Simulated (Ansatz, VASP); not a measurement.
**Two plane-wave programs on BN**

```
B N
1.0
     0.00000    1.73262    1.94920
     1.73262    0.00000    1.94920
     1.73262    1.73262    0.00000
B N
1 1
Direct
  0.00000 0.00000 0.00000
  0.75000 0.75000 0.75000
```

Change from the starting cell: strain -0.040 along x and y, +0.080 along z, atoms carried along.

Alike in both runs: task single point; functional r2SCAN; k mesh 12 × 12 × 12; occupations gaussian, width 0.05 eV; no spin polarisation.

|  | VASP | Ansatz |
| --- | --- | --- |
| version | VASP 6.6.1 | Ansatz 0.2.0 |
| potentials or method | VASP PAW PBE potentials, release 64 (B, N), cutoff 520 eV | scalar-relativistic, plane waves, PAW |
| valence electrons in the cell | 8 | 8 |

Ansatz gave:

| Property | Result |
| --- | --- |
| gap on the k mesh at the Fermi level (eV) | 3.91 |
| least direct gap on the mesh (eV) | 8.70 |
| pressure (GPa) | 2.0 |
| traceless stress, the component that is largest in VASP (GPa) | -59.76 |

**Question.** What did VASP give for the same quantities?

**Answer.** gap on the k mesh at the Fermi level (eV): 3.89; least direct gap on the mesh (eV): 8.67; pressure (GPa): 3.1; traceless stress, the component that is largest in VASP (GPa): -59.62.

VASP's potentials were made for PBE, not for r2SCAN. With one functional, cell and mesh, what is left measures potentials, basis and numerics.
